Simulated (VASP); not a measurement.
# SO (rock salt type) (Fm-3m) in VASP: notebook, part 2 of 3

VASP 6.6.1.

### 3 Single point, r2SCAN

This run uses another cell than the first one, of 12.10 Å³/atom.

File POSCAR:

```
SO
1.0
    0.0000000000      2.2954895075      2.2954895075
    2.2954895075      0.0000000000      2.2954895075
    2.2954895075      2.2954895075      0.0000000000
S O
1 1
Direct
    0.0000000000      0.0000000000      0.0000000000
    0.5000000000      0.5000000000      0.5000000000
```

File INCAR.step1:

```
PREC = Accurate
ENCUT = 520
ISMEAR = -1
SIGMA = 0.1
LREAL = False
LASPH = True
NELM = 60
NBANDS = 13
GGA = PE
ALGO = Normal
EDIFF = 1E-4
LWAVE = True
LCHARG = False
```

File INCAR.step2:

```
PREC = Accurate
ENCUT = 520
EDIFF = 1E-6
ISMEAR = -1
SIGMA = 0.1
LREAL = False
LASPH = True
NELM = 60
ALGO = Normal
ISIF = 2
LWAVE = False
LCHARG = True
METAGGA = R2SCAN
LMIXTAU = True
LELF = True
LVHAR = True
NBANDS = 13
ISTART = 1
```

File KPOINTS:

```
Automatic mesh
0
Gamma
  13 13 13
```

Potentials or basis: VASP PAW PBE potentials, release 64 (S, O).

Launch:

```
$ cat potpaw_PBE.64/S/POTCAR potpaw_PBE.64/O/POTCAR > POTCAR
$ cp INCAR.step1 INCAR
$ mpirun -np 1 vasp_std > vasp.out
$ cp INCAR.step2 INCAR
$ mpirun -np 1 vasp_std > vasp.out
```

OUTCAR:

```text
PREC = Accurate
   ENCUT = 520
   EDIFF = 1E-6
   ISMEAR = -1
   LREAL = False
   LASPH = True
   NELM = 60
   ISIF = 2
   METAGGA = R2SCAN
   ISTART = 1

 ion  position               nearest neighbor table
   1  0.000  0.000  0.000-   2 2.30   2 2.30   2 2.30   2 2.30   2 2.30   2 2.30
   2  0.500  0.500  0.500-   1 2.30   1 2.30   1 2.30   1 2.30   1 2.30   1 2.30

  LATTYP: Found a face centered cubic cell.
 ALAT       =     4.5909790150

  Lattice vectors:

 A1 = (   0.0000000000,   2.2954895075,   2.2954895075)
 A2 = (   2.2954895075,   0.0000000000,   2.2954895075)
 A3 = (   2.2954895075,   2.2954895075,   0.0000000000)

Analysis of symmetry for initial positions (statically):
=====================================================================
 Subroutine PRICEL returns:
 Original cell was already a primitive cell.

 Routine SETGRP: Setting up the symmetry group for a
 face centered cubic supercell.

 Subroutine GETGRP returns: Found 48 space group operations
 (whereof 48 operations were pure point group operations)
 out of a pool of 48 trial point group operations.

The static configuration has the point symmetry O_h .

Analysis of symmetry for dynamics (positions and initial velocities):
=====================================================================
 Subroutine PRICEL returns:
 Original cell was already a primitive cell.

 Routine SETGRP: Setting up the symmetry group for a
 face centered cubic supercell.

 Subroutine GETGRP returns: Found 48 space group operations
 (whereof 48 operations were pure point group operations)
 out of a pool of 48 trial point group operations.

The dynamic configuration has the point symmetry O_h .

 Subroutine INISYM returns: Found 48 space group operations
 (whereof 48 operations are pure point group operations),
 and found     1 'primitive' translations

----------------------------------------------------------------------------------------

[... 119 lines left out ...]
   AEXX    =    0.0000 exact exchange contribution
   IVDW    =     0    specifies the selected vdW correction
   LEPSILON=     F    determine dielectric tensor
   LRPA    =     F    only Hartree local field effects (RPA)
 non-spin polarized calculation
  energy-cutoff  :      520.00
  volume of cell :       24.19
 maximum number of plane-waves:       666
   NGX = 13   NGY = 13   NGZ = 13

 number of electron      12.0000003 magnetization

 Free energy of the ion-electron system (eV)
  ---------------------------------------------------
  ext. energy  EPLUGINS =         0.00000000
  ---------------------------------------------------
  free energy    TOTEN  =       -11.66029124 eV

  energy without entropy =      -11.62069198  energy(sigma->0) =      -11.64049161

 E-fermi :   6.1276     XC(G=0): -11.8624

 val. band max:        6.1155511817   @ k =   0.3846   0.2308   0.0000
 cond. band min:       6.1310906104   @ k =  -0.3846   0.2308   0.0000
 fundamental gap:      0.0155394287
 Fermi energy:         6.1276333850

 k-point     1 :       0.0000    0.0000    0.0000
  band No.  band energies     occupation
      1     -15.6192      2.00000
      2      -5.6136      2.00000
      3       1.6175      2.00000
      4       1.6175      2.00000
      5       1.6175      2.00000
      6       7.9149      0.00000
      7       7.9149      0.00000
      8       7.9149      0.00000
      9      16.2485      0.00000
     10      16.2485      0.00000
     11      16.2485      0.00000
     12      19.5318      0.00000
     13      19.5318      0.00000
[... 354 lines left out ...]
  band No.  band energies     occupation
      1     -14.1689      2.00000
      2      -7.8197      2.00000
      3       0.5121      2.00000
      4       1.1732      2.00000
      5       2.0621      2.00000
      6       5.1166      1.99992
      7       6.3987      0.12468
      8       6.7635      0.00346
      9      15.6643      0.00000
     10      19.1704      0.00000
     11      20.7542      0.00000
     12      23.0779      0.00000
     13      24.6421      0.00000

 [... further k-points ...]

------------------------ aborting loop because EDIFF is reached ----------------------------------------

  FORCE on cell =-STRESS in cart. coord.  units (eV):
  Direction    XX          YY          ZZ          XY          YZ          ZX
  --------------------------------------------------------------------------------------
  -------------------------------------------------------------------------------------
  Total        0.0732680      0.0732680      0.0732680      0.0000000      0.0000000      0.0000000
  in kB        4.8525401      4.8525401      4.8525401      0.0000000      0.0000000      0.0000000
  external PRESSURE =       4.8525401 kB  Pullay stress =       0.0000000 kB

 VOLUME and BASIS-vectors are now :
 -----------------------------------------------------------------------------
  energy-cutoff  :      520.00
  volume of cell :       24.19
      direct lattice vectors                 reciprocal lattice vectors
     0.000000000  2.295489508  2.295489508    -0.217818465  0.217818465  0.217818465
     2.295489508  0.000000000  2.295489508     0.217818465 -0.217818465  0.217818465
     2.295489508  2.295489508  0.000000000     0.217818465  0.217818465 -0.217818465

 POSITION                                       TOTAL-FORCE (eV/Angst)
 -----------------------------------------------------------------------------------
      0.00000      0.00000      0.00000        -0.000000     -0.000000     -0.000000
      2.29549      2.29549      2.29549         0.000000      0.000000      0.000000
 -----------------------------------------------------------------------------------
    total drift:                                0.000000     -0.000000      0.000000

  FREE ENERGIE OF THE ION-ELECTRON SYSTEM (eV)
  ---------------------------------------------------
  free  energy   TOTEN  =       -11.6602912424 eV

  energy  without entropy=      -11.6206919839  energy(sigma->0) =      -11.64049161
```

It took 27 s on 1 thread of Intel Xeon 6975P-C (Granite Rapids), shared host; peak memory 0.15 GiB.

What came out:

| Property | Result |
| --- | --- |
| Free energy | -11.6603 eV |
| Pressure | 0.5 GPa |
| Band gap on the k mesh | zero (bands 6 and 7 overlap by 3.24 eV) |

Caveat: the PAW data sets were made with another functional, which shifts forces and pressure a little.

### 4 Single point, r2SCAN

This run uses another cell than the first one, of 12.10 Å³/atom.

POSCAR is that of step 3.

File INCAR.step1:

```
SYSTEM = SO
PREC = Accurate
ENCUT = 520
ISMEAR = -1
SIGMA = 0.1
LREAL = .False.
LASPH = .True.
NELM = 100
NBANDS = 13
GGA = PE
ALGO = Normal
EDIFF = 1E-4
LWAVE = .True.
LCHARG = .False.
```

File INCAR.step2:

```
SYSTEM = SO
PREC = Accurate
ENCUT = 520
EDIFF = 1E-7
ISMEAR = -1
SIGMA = 0.1
LREAL = .False.
LASPH = .True.
NELM = 100
ALGO = Normal
ISIF = 2
LWAVE = .False.
LCHARG = .False.
METAGGA = R2SCAN
LMIXTAU = .True.
NBANDS = 13
ISTART = 1
```

File KPOINTS:

```
Automatic mesh
0
Gamma
  13 13 13
  0 0 0
```

Launch:

```
$ cat potpaw_PBE.64/S/POTCAR potpaw_PBE.64/O/POTCAR > POTCAR
$ cp INCAR.step1 INCAR
$ mpirun -np 1 vasp_std > vasp.out
$ cp INCAR.step2 INCAR
$ mpirun -np 1 vasp_std > vasp.out
```

Run time: 28 s. Hardware: 1 thread of Intel Xeon 6975P-C (Granite Rapids), shared host; peak memory 0.15 GiB.

The run converged. Its results:

| Property | Result |
| --- | --- |
| Free energy | -11.6603 eV |
| Pressure | 0.5 GPa |
| Band gap on the k mesh | zero (bands 6 and 7 overlap by 3.24 eV) |

Levels at points of the mesh, in eV from the Fermi level:
```csv
k point,band 3,band 4,band 5,band 6,band 7,band 8,band 9,band 10
"(0.00, 0.00, 0.00)",-4.51,-4.51,-4.51,1.79,1.79,1.79,10.12,10.12
```

Caveat: the PAW data sets were made with another functional, which shifts forces and pressure a little.

(Part 2 of 3 ends here.)
